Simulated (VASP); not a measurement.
TiH2:

```
Ti H
1.0
     0.00000    2.91714    2.91714
     2.91714    0.00000    2.91714
     2.91714    2.91714    0.00000
Ti H
2 4
Direct
  0.50000 0.50000 0.50000
  0.75000 0.75000 0.75000
  0.62500 0.62500 0.62500
  0.12500 0.62500 0.62500
  0.62500 0.62500 0.12500
  0.62500 0.12500 0.62500
```

- Program: VASP 6.6.1
- Task: relaxation of cell and atoms
- Functional: PBE
- Potentials or basis: VASP PAW PBE potentials, release 64 (Ti_sv, H)
- Cutoff: 600 eV
- k mesh: 6 × 6 × 6
- Occupations: gaussian, width 0.1 eV
- Spin: no spin polarisation

At the start: pressure 128.8 GPa; volume 8.27 Å³/atom.

How do energy, volume and symmetry change on relaxing?

Over 5 steps the energy falls by 2478.9 meV/atom and the volume is 20.47 Å³/atom (+147.4 %); space group Fd-3m (No. 227, to 0.05 Å).

The path:
```csv
step,energy change (eV),largest force (eV/Å),pressure (GPa),volume (Å³)
1,0.0000,0.0000,128.80,49.65
2,-14.8160,0.0000,2.33,114.43
3,-14.8561,0.0000,1.19,118.09
4,-14.8673,0.0000,-0.66,125.66
5,-14.8732,0.0000,-0.01,122.82
```

Final structure:
```yaml
crystal:
  lattice:
    - [0.00000, 3.94535, 3.94535]
    - [3.94535, 0.00000, 3.94535]
    - [3.94535, 3.94535, 0.00000]
  atoms:
    - { symbol: Ti, position: [0.50000, 0.50000, 0.50000] }
    - { symbol: Ti, position: [0.75000, 0.75000, 0.75000] }
    - { symbol: H, position: [0.62500, 0.62500, 0.62500] }
    - { symbol: H, position: [0.12500, 0.62500, 0.62500] }
    - { symbol: H, position: [0.62500, 0.62500, 0.12500] }
    - { symbol: H, position: [0.62500, 0.12500, 0.62500] }
```

Caveat: the volume moved by over 15 % at a fixed basis, so the end points are rough.
